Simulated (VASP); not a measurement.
# NaF (Fm-3m) in VASP: a series of runs, part 2 of 2

VASP 6.6.1.

### 3 Elastic constants, PBEsol

This run uses another cell than the first one, of 12.41 Å³/atom.

INCAR reads:

```
PREC = Accurate
ENCUT = 600
EDIFF = 1E-8
ISMEAR = 0
SIGMA = 0.01
LREAL = F
LASPH = T
NELM = 60
ALGO = Normal
ISIF = 3
LWAVE = F
LCHARG = T
GGA = PS
NBANDS = 14
IBRION = 6
NFREE = 2
POTIM = 0.015
NSW = 1
```

KPOINTS reads:

```
Automatic mesh
0
Gamma
  8 8 8
```

POSCAR reads:

```
NaF
1.0
    0.0000000000      2.3151034937      2.3151034937
    2.3151034937      0.0000000000      2.3151034937
    2.3151034937      2.3151034937      0.0000000000
Na F
1 1
Direct
    0.0000000000      0.0000000000      0.0000000000
    0.5000000000      0.5000000000      0.5000000000
```

Potentials or basis: VASP PAW PBE potentials, release 64 (Na_pv, F).

Run with:

```console
$ cat potpaw_PBE.64/Na_pv/POTCAR potpaw_PBE.64/F/POTCAR > POTCAR
$ mpirun -np 1 vasp_std > vasp.out
```

OUTCAR:

```text
PREC = Accurate
   ENCUT = 600
   EDIFF = 1E-8
   ISMEAR = 0
   LREAL = F
   LASPH = T
   NELM = 60
   ISIF = 3
   GGA = PS
   IBRION = 6
   NFREE = 2
   POTIM = 0.015
   NSW = 1

 ion  position               nearest neighbor table
   1  0.000  0.000  0.000-   2 2.32   2 2.32   2 2.32   2 2.32   2 2.32   2 2.32
   2  0.500  0.500  0.500-   1 2.32   1 2.32   1 2.32   1 2.32   1 2.32   1 2.32

  LATTYP: Found a face centered cubic cell.
 ALAT       =     4.6302069874

  Lattice vectors:

 A1 = (   0.0000000000,   2.3151034937,   2.3151034937)
 A2 = (   2.3151034937,   0.0000000000,   2.3151034937)
 A3 = (   2.3151034937,   2.3151034937,   0.0000000000)

Analysis of symmetry for initial positions (statically):
=====================================================================
 Subroutine PRICEL returns:
 Original cell was already a primitive cell.

 Routine SETGRP: Setting up the symmetry group for a
 face centered cubic supercell.

 Subroutine GETGRP returns: Found 48 space group operations
 (whereof 48 operations were pure point group operations)
 out of a pool of 48 trial point group operations.

The static configuration has the point symmetry O_h .

Analysis of symmetry for dynamics (positions and initial velocities):
=====================================================================
 Subroutine PRICEL returns:
 Original cell was already a primitive cell.

 Routine SETGRP: Setting up the symmetry group for a
 face centered cubic supercell.

 Subroutine GETGRP returns: Found 48 space group operations
 (whereof 48 operations were pure point group operations)
 out of a pool of 48 trial point group operations.

The dynamic configuration has the point symmetry O_h .

 Subroutine INISYM returns: Found 48 space group operations
 (whereof 48 operations are pure point group operations),
 and found     1 'primitive' translations

----------------------------------------------------------------------------------------

                                     Primitive cell

  volume of cell :      24.8165

  direct lattice vectors                    reciprocal lattice vectors
     0.000000000  2.315103494  2.315103494    -0.215973066  0.215973066  0.215973066
     2.315103494  0.000000000  2.315103494     0.215973066 -0.215973066  0.215973066
     2.315103494  2.315103494  0.000000000     0.215973066  0.215973066 -0.215973066

  length of vectors
     3.274050759  3.274050759  3.274050759     0.374076324  0.374076324  0.374076324

  position of ions in fractional coordinates (direct lattice)
     0.000000000  0.000000000  0.000000000
     0.500000000  0.500000000  0.500000000

  ion indices of the primitive-cell ions
   primitive index   ion index
                 1           1
                 2           2

----------------------------------------------------------------------------------------

[... 301 lines left out ...]
 number of electron      14.0000006 magnetization

 Free energy of the ion-electron system (eV)
  ---------------------------------------------------
  ext. energy  EPLUGINS =         0.00000000
  ---------------------------------------------------
  free energy    TOTEN  =        -8.77030557 eV

  energy without entropy =       -8.77030557  energy(sigma->0) =       -8.77030557

 E-fermi :  -2.0499     XC(G=0):  -9.3457

 val. band max:       -2.1684728608   @ k =   0.0000   0.0000   0.0000
 cond. band min:       4.0069895242   @ k =   0.0000   0.0000   0.0000
 fundamental gap:      6.1754623851
 Fermi energy:        -2.0499252372

 k-point     1 :       0.0000    0.0000    0.0000
  band No.  band energies     occupation
      1     -21.2307      2.00000
      2     -20.9287      2.00000
      3     -20.9287      2.00000
      4     -20.9280      2.00000
      5      -2.1685      2.00000
      6      -2.1685      2.00000
      7      -2.1685      2.00000
      8       4.0070      0.00000
      9      16.6945      0.00000
     10      16.6948      0.00000
     11      16.6948      0.00000
     12      19.3836      0.00000
     13      21.7728      0.00000
     14      21.7729      0.00000
[... 377 lines left out ...]
      1     -21.6710      2.00000
      2     -20.9853      2.00000
      3     -20.9608      2.00000
      4     -20.3170      2.00000
      5      -3.5050      2.00000
      6      -2.7580      2.00000
      7      -2.5111      2.00000
      8       9.4618      0.00000
      9      10.4206      0.00000
     10      14.8732      0.00000
     11      16.7118      0.00000
     12      19.9019      0.00000
     13      20.9676      0.00000
     14      25.7753      0.00000

 [... further k-points ...]
[... 5 lines left out ...]
  --------------------------------------------------------------------------------------
  -------------------------------------------------------------------------------------
  Total       -0.0178146     -0.0217334     -0.0217334     -0.0000000     -0.0000000      0.0000000
  in kB       -1.1501240     -1.4031243     -1.4031243     -0.0000000     -0.0000000      0.0000000
  external PRESSURE =      -1.3187908 kB  Pullay stress =       0.0000000 kB
[... 17 lines left out ...]
  FREE ENERGIE OF THE ION-ELECTRON SYSTEM (eV)
  ---------------------------------------------------
  free  energy   TOTEN  =        -8.7703055748 eV

  energy  without entropy=       -8.7703055748  energy(sigma->0) =       -8.77030557

 INTERNAL STRAIN TENSORS FROM STRAINED CELLS
 ============================================

 INTERNAL STRAIN TENSOR FOR ION    1 for displacements in x,y,z  (eV/Angst):
          X           Y           Z          XY          YZ          ZX
  --------------------------------------------------------------------------------
  x     0.00000    -0.00000     0.00000     0.00000    -0.00000     0.00000
  y     0.00000     0.00000    -0.00000    -0.00000     0.00000     0.00000
  z    -0.00000     0.00000    -0.00000     0.00000    -0.00000     0.00000

 INTERNAL STRAIN TENSORS FROM DISPLACED ATOMS
 ============================================

 INTERNAL STRAIN TENSOR FOR ION    1 for displacements in x,y,z  (eV/Angst):
          X           Y           Z          XY          YZ          ZX
  --------------------------------------------------------------------------------
  x     0.00000     0.00000     0.00000     0.00000     0.00000     0.00000
  y     0.00000     0.00000     0.00000     0.00000     0.00000     0.00000
  z     0.00000     0.00000     0.00000     0.00000     0.00000     0.00000

 INTERNAL STRAIN TENSOR FOR ION    2 for displacements in x,y,z  (eV/Angst):
          X           Y           Z          XY          YZ          ZX
  --------------------------------------------------------------------------------
  x     0.00000     0.00000     0.00000     0.00000     0.00000     0.00000
  y     0.00000     0.00000     0.00000     0.00000     0.00000     0.00000
  z     0.00000     0.00000     0.00000     0.00000     0.00000     0.00000

 Eigenvectors and eigenvalues of the dynamical matrix
 ----------------------------------------------------

   1 f  =    7.329010 THz    46.049530 2PiTHz  244.469472 cm-1    30.310338 meV
             X         Y         Z           dx          dy          dz
      0.000000  0.000000  0.000000     0.018539    0.170161    0.651260
      2.315103  2.315103  2.315103    -0.020354   -0.186819   -0.715015
[... 21 lines left out ...]
   6 f/i=    0.007184 THz     0.045139 2PiTHz    0.239633 cm-1     0.029711 meV
             X         Y         Z           dx          dy          dz
      0.000000  0.000000  0.000000    -0.511778   -0.371348    0.383073
      2.315103  2.315103  2.315103    -0.466145   -0.338237    0.348916

--------------------------------------------------------------------------------------------------------

 ELASTIC MODULI CONTR FROM IONIC RELAXATION (kBar)
 Direction    XX          YY          ZZ          XY          YZ          ZX
 --------------------------------------------------------------------------------
 XX           0.0000      0.0000      0.0000      0.0000      0.0000      0.0000
 YY           0.0000      0.0000      0.0000      0.0000      0.0000      0.0000
 ZZ           0.0000      0.0000      0.0000      0.0000      0.0000      0.0000
 XY           0.0000      0.0000      0.0000      0.0000      0.0000      0.0000
 YZ           0.0000      0.0000      0.0000      0.0000      0.0000      0.0000
 ZX           0.0000      0.0000      0.0000      0.0000      0.0000      0.0000
 --------------------------------------------------------------------------------

 TOTAL ELASTIC MODULI (kBar)
 Direction    XX          YY          ZZ          XY          YZ          ZX
 --------------------------------------------------------------------------------
 XX        1028.2600    210.2876    210.2876     -0.0000     -0.0000      0.0000
 YY         210.2876   1028.2600    210.2876     -0.0000      0.0000      0.0000
 ZZ         210.2876    210.2876   1028.2600     -0.0000      0.0000      0.0000
 XY          -0.0000     -0.0000     -0.0000    266.2080      0.0000      0.0000
 YZ          -0.0000      0.0000      0.0000      0.0000    266.2080      0.0000
 ZX           0.0000      0.0000      0.0000      0.0000      0.0000    266.2080
 --------------------------------------------------------------------------------
```

stdout:

```text
POSCAR found type information on POSCAR NaF
 POSCAR found :  2 types and       2 ions
 scaLAPACK will be used
 -----------------------------------------------------------------------------
|                                                                             |
|                                                                             |
|     You enforced a specific xc type in the INCAR file but a different       |
|     I HOPE YOU KNOW WHAT YOU ARE DOING!                                     |
[... 32 lines left out ...]
 Finite differences progress:
 bond charge predicted
 Finite differences progress:
 bond charge predicted
 Finite differences progress:
 bond charge predicted
 Finite differences progress:
 bond charge predicted
 Finite differences progress:
 bond charge predicted
 Finite differences progress:
 bond charge predicted
 Finite differences progress:
```

It took 7.7 min on 1 thread of AMD EPYC 7R13 (Zen 3), shared host; peak memory 0.2 GiB.

Results:

```yaml
Elastic_constants_C11_C12_C44: 103, 21, 27 GPa
Voigt_bulk_modulus: 48 GPa
Highest_phonon_frequency_at_Γ_LO-TO_splitting_left_out: 244 cm⁻¹
```

Phonon frequencies in cm⁻¹ (negative: imaginary):
```
              q point        frequencies
(0.000, 0.000, 0.000)  0 0 0 244 244 244
```

Elastic tensor in Voigt notation (GPa, in the Cartesian axes of the cell as first typed):
```
103  21  21   0   0   0
 21 103  21   0   0   0
 21  21 103   0   0   0
  0   0   0  27   0   0
  0   0   0   0  27   0
  0   0   0   0   0  27
```

Clamped-ion elastic tensor (GPa):
```
103  21  21   0   0   0
 21 103  21   0   0   0
 21  21 103   0   0   0
  0   0   0  27   0   0
  0   0   0   0  27   0
  0   0   0   0   0  27
```

Caveat: the PAW data sets were made with another functional, which shifts forces and pressure a little.
